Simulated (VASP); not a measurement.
Input of a VASP 6.6.1 run:

INCAR

```
PREC = Accurate
ENCUT = 520
EDIFF = 1E-6
ISMEAR = 0
SIGMA = 0.02
LREAL = F
LASPH = T
NELM = 60
ALGO = Normal
ISIF = 2
LWAVE = F
LCHARG = F
GGA = CA
NBANDS = 26
```

File KPOINTS:

```
regular mesh
0
Gamma
  12 12 6
```

Contents of POSCAR:

```
ZnO
1.0
    3.1872337862      0.0000000000      0.0000000000
   -1.5936168931      2.7602254266      0.0000000000
    0.0000000000      0.0000000000      5.1520568304
Zn O
2 2
Direct
    0.3333333333      0.6666666667      0.0018162163
    0.6666666667      0.3333333333      0.5018162163
    0.3333333333      0.6666666667      0.3802837837
    0.6666666667      0.3333333333      0.8802837837
```

Potentials or basis: VASP PAW LDA potentials, release 64 (Zn, O).

Launch:

```bash
$ cat potpaw_LDA.64/Zn/POTCAR potpaw_LDA.64/O/POTCAR > POTCAR
$ mpirun -np 1 vasp_std > vasp.out
```

Predict the pressure.

1.1 GPa.

What does it give for the band gap on the k mesh?

0.81 eV.
